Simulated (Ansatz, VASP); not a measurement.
One calculation of Al2Cu, two programs

```
CELL_PARAMETERS angstrom
4.44883 0.00000 0.00000
-2.22442 3.85280 0.00000
0.00000 0.00000 2.64772
ATOMIC_POSITIONS crystal
Al 0.33333 0.66667 0.50000
Al 0.66667 0.33333 0.50000
Cu 0.00000 0.00000 0.00000
```

Alike in both runs: functional r2SCAN; k mesh 12 × 12 × 18; occupations gaussian, width 0.1 eV; no spin polarisation.

Ansatz relaxed the structure, and its values are those at the end. VASP's run is a single point on that final structure, the one shown.

```csv
,VASP,Ansatz
version,VASP 6.6.1,Ansatz 0.2.0
potentials or method,"VASP PAW PBE potentials, release 64 (Al, Cu), cutoff 520 eV","scalar-relativistic, plane waves, PAW"
valence electrons in the cell,17,25
```

```csv
,VASP,Ansatz,Ansatz less VASP
gap on the k mesh at the Fermi level (eV),none,none,-
pressure (GPa),0.0,0.0,+0.04
```

VASP's potentials were made for PBE, not for r2SCAN. A gap of «none» marks a metal or a gap that the smearing closes. VASP's potentials hold 17 valence electrons a cell and Ansatz's 25, so a difference there can come from the potentials and not from the codes.
